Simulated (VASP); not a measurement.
# MgO (zincblende type) (F-43m) in VASP: notebook

Runs on MgO (zincblende type). Level: PBE. Tasks: relaxation of cell and atoms, single point.

All numbers are computed with VASP 6.6.1; they aren't measurements. Logs are shortened: lines on timing, memory, paths and dates and some standing lists are left out, and cuts for length are marked.

**1. The cell of the first run**

Symmetry: F-43m, No. 216, cubic system. Conventional cell: a = 4.494 Å, b = 4.494 Å, c = 4.494 Å, α = 90.00°, β = 90.00°, γ = 90.00°. Mg (site symmetry -43m) has 4 O at 1.95 Å within 2.6 Å. O (site symmetry -43m) has 4 Mg at 1.95 Å within 2.6 Å.

**2. Relaxation of cell and atoms, PBE**

File INCAR:

```
SYSTEM = MgO
ALGO = Normal
EDIFF = 1E-6
EDIFFG = -0.005
ENCUT = 600
GGA = PE
IBRION = 2
ISIF = 3
ISMEAR = -1
LASPH = .True.
LCHARG = .False.
LREAL = .False.
LWAVE = .False.
NELM = 100
NSW = 60
PREC = Accurate
SIGMA = 0.05
```

File KPOINTS:

```
k-points
0
Gamma
  15 15 15
  0 0 0
```

File POSCAR:

```
MgO
1.0
    0.0000000000      2.2468001554      2.2468001554
    2.2468001554      0.0000000000      2.2468001554
    2.2468001554      2.2468001554      0.0000000000
Mg O
1 1
Direct
    0.0000000000      0.0000000000      0.0000000000
    0.2500000000      0.2500000000      0.2500000000
```

Potentials or basis: VASP PAW PBE potentials, release 64 (Mg, O).

Command:

```sh
cat potpaw_PBE.64/Mg/POTCAR potpaw_PBE.64/O/POTCAR > POTCAR
mpirun -np 1 vasp_std > vasp.out
```

OUTCAR:

```text
SYSTEM = MgO
   EDIFF = 1E-6
   EDIFFG = -0.005
   ENCUT = 600
   GGA = PE
   IBRION = 2
   ISIF = 3
   ISMEAR = -1
   LASPH = .True.
   LREAL = .False.
   NELM = 100
   NSW = 60
   PREC = Accurate

 ion  position               nearest neighbor table
   1  0.000  0.000  0.000-   2 1.95   2 1.95   2 1.95   2 1.95
   2  0.250  0.250  0.250-   1 1.95   1 1.95   1 1.95   1 1.95

  LATTYP: Found a face centered cubic cell.
 ALAT       =     4.4936003108

  Lattice vectors:

 A1 = (   0.0000000000,   2.2468001554,   2.2468001554)
 A2 = (   2.2468001554,   0.0000000000,   2.2468001554)
 A3 = (   2.2468001554,   2.2468001554,   0.0000000000)

Analysis of symmetry for initial positions (statically):
=====================================================================
 Subroutine PRICEL returns:
 Original cell was already a primitive cell.

 Routine SETGRP: Setting up the symmetry group for a
 face centered cubic supercell.

 Subroutine GETGRP returns: Found 24 space group operations
 (whereof 24 operations were pure point group operations)
 out of a pool of 48 trial point group operations.

The static configuration has the point symmetry T_d .

Analysis of symmetry for dynamics (positions and initial velocities):
=====================================================================
 Subroutine PRICEL returns:
 Original cell was already a primitive cell.

 Routine SETGRP: Setting up the symmetry group for a
 face centered cubic supercell.

 Subroutine GETGRP returns: Found 24 space group operations
 (whereof 24 operations were pure point group operations)
 out of a pool of 48 trial point group operations.

The dynamic configuration has the point symmetry T_d .

 Subroutine INISYM returns: Found 24 space group operations
 (whereof 24 operations are pure point group operations),
 and found     1 'primitive' translations

----------------------------------------------------------------------------------------

                                     Primitive cell

  volume of cell :      22.6842

  direct lattice vectors                    reciprocal lattice vectors
     0.000000000  2.246800155  2.246800155    -0.222538706  0.222538706  0.222538706
     2.246800155  0.000000000  2.246800155     0.222538706 -0.222538706  0.222538706
     2.246800155  2.246800155  0.000000000     0.222538706  0.222538706 -0.222538706

  length of vectors
     3.177455252  3.177455252  3.177455252     0.385448346  0.385448346  0.385448346

  position of ions in fractional coordinates (direct lattice)
     0.000000000  0.000000000  0.000000000
     0.250000000  0.250000000  0.250000000

  ion indices of the primitive-cell ions
   primitive index   ion index
                 1           1
                 2           2

----------------------------------------------------------------------------------------

 KPOINTS: k-points

Automatic generation of k-mesh.
 Grid dimensions read from file:
 generate k-points for:   15   15   15

 Generating k-lattice:

  Cartesian coordinates                     Fractional coordinates (reciprocal lattice)
    -0.014835914  0.014835914  0.014835914     0.066666667  0.000000000  0.000000000
     0.014835914 -0.014835914  0.014835914     0.000000000  0.066666667  0.000000000
     0.014835914  0.014835914 -0.014835914     0.000000000  0.000000000  0.066666667

  Length of vectors
     0.025696556  0.025696556  0.025696556

  Shift w.r.t. Gamma in fractional coordinates (k-lattice)
     0.000000000  0.000000000  0.000000000

 Subroutine IBZKPT returns following result:
 ===========================================

 Found    120 irreducible k-points:

 Following reciprocal coordinates:
            Coordinates               Weight
  0.000000  0.000000  0.000000      1.000000
  0.066667  0.000000  0.000000      8.000000
  0.133333  0.000000  0.000000      8.000000
  0.200000  0.000000  0.000000      8.000000
  0.266667  0.000000  0.000000      8.000000
  0.333333  0.000000  0.000000      8.000000
[... 16 lines left out ...]
  0.133333  0.133333  0.000000      6.000000
  0.200000  0.133333  0.000000     24.000000
 [... further k-points ...]
   k-points           NKPTS =    120   k-points in BZ     NKDIM =    120   number of bands    NBANDS=      8
   number of dos      NEDOS =    301   number of ions     NIONS =      2
   total plane-waves  NPLWV =  21952
   dimension x,y,z NGX =    28 NGY =   28 NGZ =   28
   dimension x,y,z NGXF=    56 NGYF=   56 NGZF=   56
   ions per type =               1   1
   NGX,Y,Z   is equivalent  to a cutoff of  14.65, 14.65, 14.65 a.u.
   NGXF,Y,Z  is equivalent  to a cutoff of  29.30, 29.30, 29.30 a.u.
 SYSTEM =  MgO
   PREC   = accura    normal or accurate (medium, high low for compatibility)
   ISTART =      0    job   : 0-new  1-cont  2-samecut
   ICHARG =      2    charge: 1-file 2-atom 10-const
   ISPIN  =      1    spin polarized calculation?
   LNONCOLLINEAR =      F non collinear calculations
   LSORBIT =      F    spin-orbit coupling
   LASPH  =      T    aspherical Exc in radial PAW
   ENCUT  =  600.0 eV  44.10 Ry    6.64 a.u.   6.35  6.35  6.35*2*pi/ulx,y,z
   NELM   =    100;   NELMIN=  2; NELMDL= -5     # of ELM steps
   EDIFF  = 0.1E-05   stopping-criterion for ELM
   LREAL  =      F    real-space projection
   EDIFFG = -.5E-02   stopping-criterion for IOM
   NSW    =     60    number of steps for IOM
   IBRION =      2    ionic relax: 0-MD 1-quasi-New 2-CG
   NFREE  =      1    steps in history (QN), initial steepest desc. (CG)
   ISIF   =      3    stress and relaxation
   ISYM   =      2    0-nonsym 1-usesym 2-fastsym
   POTIM  = 0.5000    time-step for ionic-motion
   TEBEG  =    0.0;   TEEND  =   0.0 temperature during run
   PSTRESS=    0.0 pullay stress
   NELECT =       8.0000    total number of electrons
   NUPDOWN=      -1.0000    fix difference up-down
   EMIN   =  10.00;   EMAX   =-10.00  energy-range for DOS
   EFERMI =   0.00;   METHOD = LEGACY
   ISMEAR =    -1;   SIGMA  =   0.05  broadening in eV -4-tet -1-fermi 0-gaus
   EFERMI_NEDOS =   21; number of points for ismear=-14 and -15
   IALGO  =     38    algorithm
   IMIX   =      4    mixing-type and parameters
     AMIX     =   0.40;   BMIX     =  1.00
     AMIX_MAG =   1.60;   BMIX_MAG =  1.00
  volume/ion in A,a.u.               =      11.34        76.54
  Fermi-wavevector in a.u.,A,eV,Ry     =   1.156637  2.185727 18.201996  1.337809
  Thomas-Fermi vector in A             =   2.293255
   LORBIT       =      0    0 simple, 1 ext, 2 COOP (PROOUT), +10 PAW based schemes
   GGA     = PE    functional components
   LHFCALC =     F    Hartree Fock is set to
   AEXX    =    0.0000 exact exchange contribution
   IVDW    =     0    specifies the selected vdW correction
   LEPSILON=     F    determine dielectric tensor
   LRPA    =     F    only Hartree local field effects (RPA)
 conjugate gradient relaxation of ions
 non-spin polarized calculation
  energy-cutoff  :      600.00
  volume of cell :       22.68
 maximum number of plane-waves:       769
 NGX is ok and might be reduce to    28
   NGX = 13   NGY = 13   NGZ = 13

--------------------------------------- Ionic step        1  -------------------------------------------

 number of electron       7.9999999 magnetization

 Free energy of the ion-electron system (eV)
  ---------------------------------------------------
  ext. energy  EPLUGINS =         0.00000000
  ---------------------------------------------------
  free energy    TOTEN  =       -11.65021272 eV

  energy without entropy =      -11.65021272  energy(sigma->0) =      -11.65021272

------------------------ aborting loop because EDIFF is reached ----------------------------------------

  FORCE on cell =-STRESS in cart. coord.  units (eV):
  Direction    XX          YY          ZZ          XY          YZ          ZX
  --------------------------------------------------------------------------------------
  -------------------------------------------------------------------------------------
  Total        1.4112129      1.4112129      1.4112129      0.0000000     -0.0000000      0.0000000
  in kB       99.6735188     99.6735188     99.6735188      0.0000000     -0.0000000      0.0000000
  external PRESSURE =      99.6735188 kB  Pullay stress =       0.0000000 kB

 VOLUME and BASIS-vectors are now :
 -----------------------------------------------------------------------------
  energy-cutoff  :      600.00
  volume of cell :       22.68
      direct lattice vectors                 reciprocal lattice vectors
     0.000000000  2.246800155  2.246800155    -0.222538706  0.222538706  0.222538706
     2.246800155  0.000000000  2.246800155     0.222538706 -0.222538706  0.222538706
     2.246800155  2.246800155  0.000000000     0.222538706  0.222538706 -0.222538706

 POSITION                                       TOTAL-FORCE (eV/Angst)
 -----------------------------------------------------------------------------------
      0.00000      0.00000      0.00000        -0.000000     -0.000000     -0.000000
      1.12340      1.12340      1.12340         0.000000      0.000000      0.000000
 -----------------------------------------------------------------------------------
    total drift:                               -0.000000     -0.000000     -0.000000

  FREE ENERGIE OF THE ION-ELECTRON SYSTEM (eV)
  ---------------------------------------------------
  free  energy   TOTEN  =       -11.6502127183 eV

  energy  without entropy=      -11.6502127182  energy(sigma->0) =      -11.65021272

--------------------------------------- Ionic step        2  -------------------------------------------

 number of electron       8.0000001 magnetization

 E-fermi :   1.5595     XC(G=0):  -9.4922

 val. band max:        0.5175186822   @ k =   0.0000   0.0000   0.0000
 cond. band min:       3.8619497375   @ k =   0.0000   0.0000   0.0000
 fundamental gap:      3.3444310553
 Fermi energy:         1.5595470939

 k-point     1 :       0.0000    0.0000    0.0000
  band No.  band energies     occupation
      1     -15.2334      2.00000
      2       0.5175      2.00000
      3       0.5175      2.00000
      4       0.5175      2.00000
      5       3.8619      0.00000
      6      16.7470      0.00000
      7      16.7470      0.00000
      8      16.7470      0.00000

 k-point     2 :       0.0667    0.0000    0.0000
  band No.  band energies     occupation
      1     -15.2093      2.00000
      2       0.2928      2.00000
      3       0.5094      2.00000
      4       0.5094      2.00000
      5       4.1256      0.00000
      6      16.3290      0.00000
      7      16.7577      0.00000
      8      16.7577      0.00000
[... 264 lines left out ...]
 POSITION                                       TOTAL-FORCE (eV/Angst)
 -----------------------------------------------------------------------------------
      4.64656      4.64656      4.64656         0.000000      0.000000      0.000000
      1.16164      1.16164      1.16164        -0.000000     -0.000000     -0.000000
 -----------------------------------------------------------------------------------
    total drift:                               -0.000000     -0.000000     -0.000000

  FREE ENERGIE OF THE ION-ELECTRON SYSTEM (eV)
  ---------------------------------------------------
  free  energy   TOTEN  =       -11.6949583766 eV

  energy  without entropy=      -11.6949583765  energy(sigma->0) =      -11.69495838

--------------------------------------- Ionic step        3  -------------------------------------------

 number of electron       8.0000002 magnetization

 Free energy of the ion-electron system (eV)
  ---------------------------------------------------
  ext. energy  EPLUGINS =         0.00000000
  ---------------------------------------------------
  free energy    TOTEN  =       -11.70098490 eV

  energy without entropy =      -11.70098490  energy(sigma->0) =      -11.70098490

 E-fermi :   1.8081     XC(G=0):  -9.6047

 val. band max:        0.6487225263   @ k =   0.0000   0.0000   0.0000
 cond. band min:       4.1387817870   @ k =   0.0000   0.0000   0.0000
 fundamental gap:      3.4900592607
 Fermi energy:         1.8081357337

 k-point     1 :       0.0000    0.0000    0.0000
  band No.  band energies     occupation
      1     -15.1750      2.00000
      2       0.6487      2.00000
      3       0.6487      2.00000
      4       0.6487      2.00000
      5       4.1388      0.00000
      6      17.1676      0.00000
      7      17.1676      0.00000
      8      17.1676      0.00000

 k-point     2 :       0.0667    0.0000    0.0000
  band No.  band energies     occupation
      1     -15.1497      2.00000
      2       0.4219      2.00000
      3       0.6405      2.00000
      4       0.6405      2.00000
      5       4.4038      0.00000
      6      16.7424      0.00000
      7      17.1779      0.00000
      8      17.1779      0.00000
[... 264 lines left out ...]
 POSITION                                       TOTAL-FORCE (eV/Angst)
 -----------------------------------------------------------------------------------
      0.00000      0.00000      0.00000         0.000000      0.000000     -0.000000
      1.15136      1.15136      1.15136        -0.000000     -0.000000      0.000000
 -----------------------------------------------------------------------------------
    total drift:                               -0.000000     -0.000000     -0.000000

  FREE ENERGIE OF THE ION-ELECTRON SYSTEM (eV)
  ---------------------------------------------------
  free  energy   TOTEN  =       -11.7009849011 eV

  energy  without entropy=      -11.7009849011  energy(sigma->0) =      -11.70098490

 reached required accuracy - stopping structural energy minimisation
```

It took 25 s on 1 thread of Intel Xeon 6975P-C (Granite Rapids), shared host; peak memory 0.18 GiB.

What came out:

| Item | Value |
| --- | --- |
| Free energy | -11.7010 eV |
| Relaxed volume | 12.21 Å³/atom |
| Relaxed cell | a = 3.257 Å, b = 3.257 Å, c = 3.257 Å, α = 60.00°, β = 60.00°, γ = 60.00° |
| Space group after relaxing (to 0.05 Å) | F-43m (No. 216) |
| Energy gained by relaxing | 25.4 meV/atom |
| Ionic steps | 3 |
| Pressure after relaxing | 0.0 GPa |
| Band gap on the k mesh | 3.49 eV, direct |

Step by step:
```
step  energy change (eV)  largest force (eV/Å)  pressure (GPa)  volume (Å³)
   1              0.0000                0.0000            9.97        22.68
   2             -0.0447                0.0000           -2.89        25.08
   3             -0.0508                0.0000            0.03        24.42
```

Final structure:
```cif
data_structure
_symmetry_space_group_name_H-M 'P 1'
_symmetry_Int_Tables_number 1
_cell_length_a 3.2565
_cell_length_b 3.2565
_cell_length_c 3.2565
_cell_angle_alpha 60.000
_cell_angle_beta 60.000
_cell_angle_gamma 60.000
_cell_volume 24.42
loop_
_atom_site_label
_atom_site_type_symbol
_atom_site_fract_x
_atom_site_fract_y
_atom_site_fract_z
_atom_site_occupancy
Mg1 Mg 0.00000 0.00000 0.00000 1
O1 O 0.25000 0.25000 0.25000 1
```

A k mesh can miss the band edges. Expect the measured gap to be larger: semilocal functionals such as PBE lack the derivative discontinuity.

**3. Single point, PBE (volume scaled by 0.55)**

File INCAR:

```
  PREC = Accurate
  ENCUT = 520
  EDIFF = 1E-6
  ISMEAR = -1
  SIGMA = 0.05
  LREAL = F
  LASPH = T
  NELM = 80
  ALGO = Normal
  ISIF = 2
  LWAVE = F
  LCHARG = F
  GGA = PE
  NBANDS = 11
```

File KPOINTS:

```
regular mesh
0
Gamma
  15 15 15
```

File POSCAR:

```
MgO
1.0
    0.0000000000      1.8892707084      1.8892707084
    1.8892707084      0.0000000000      1.8892707084
    1.8892707084      1.8892707084      0.0000000000
Mg O
1 1
Direct
    0.0000000000      0.0000000000      0.0000000000
    0.2500000000      0.2500000000      0.2500000000
```

Potentials or basis: VASP PAW PBE potentials, release 64 (Mg, O).

Command:

```sh
cat potpaw_PBE.64/Mg/POTCAR potpaw_PBE.64/O/POTCAR > POTCAR
mpirun -np 1 vasp_std > vasp.out
```

It took 14 s on 1 thread of Intel Xeon Platinum 8259CL at 2.50GHz (Skylake/Cascade Lake), shared host; peak memory 0.14 GiB.

Results (log left out):

| Property | Result |
| --- | --- |
| Free energy | -6.8547 eV |
| Pressure | 235.8 GPa |
| Band gap on the k mesh | 7.50 eV, indirect (least direct gap 7.89 eV) |

Levels at points of the mesh, in eV from the valence-band top:
```tsv
k point	band 1	band 2	band 3	band 4	band 5	band 6	band 7	band 8
(0.00, 0.00, 0.00)	-18.11	-0.05	-0.05	-0.05	7.84	23.74	23.74	23.74
```

Caveat: the cell differs from its parent crystal (volume scaled by 0.55). A k mesh can miss the band edges.

(Continued in part 2 of 2.)
